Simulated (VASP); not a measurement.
Input of a VASP 6.6.1 run:

Contents of INCAR:

```
PREC = Accurate ; ENCUT = 600
EDIFF = 1E-6 ; ISMEAR = -1
SIGMA = 0.1 ; LREAL = False
LASPH = True ; NELM = 80
ALGO = Normal ; ISIF = 3
LWAVE = False ; LCHARG = False
GGA = PS ; IBRION = 2
NSW = 100 ; EDIFFG = -0.002
```

The input KPOINTS:

```
Automatic mesh
0
Gamma
  14 14 8
```

POSCAR

```
Sc
1.0
    3.3090000000      0.0000000000      0.0000000000
   -1.6545000000      2.8656780611      0.0000000000
    0.0000000000      0.0000000000      5.2733000000
Sc
2
Direct
    0.3333333333      0.6666666667      0.2500000000
    0.6666666667      0.3333333333      0.7500000000
```

Potentials or basis: VASP PAW PBE potentials, release 64 (Sc_sv).

Run with:

```sh
$ cat potpaw_PBE.64/Sc_sv/POTCAR > POTCAR
$ mpirun -np 1 vasp_std > vasp.out
```

(1) Estimate the relaxed volume.

(2) Predict the space group after relaxing (to 0.1 Å).

(3) Predict the band gap on the k mesh.

Results:

(1) 23.74 Å³/atom.

(2) P6_3/mmc (No. 194).

(3) zero (bands 11 and 12 overlap by 1.55 eV).

Caveat: the PAW data sets were made with another functional, which shifts forces and pressure a little.
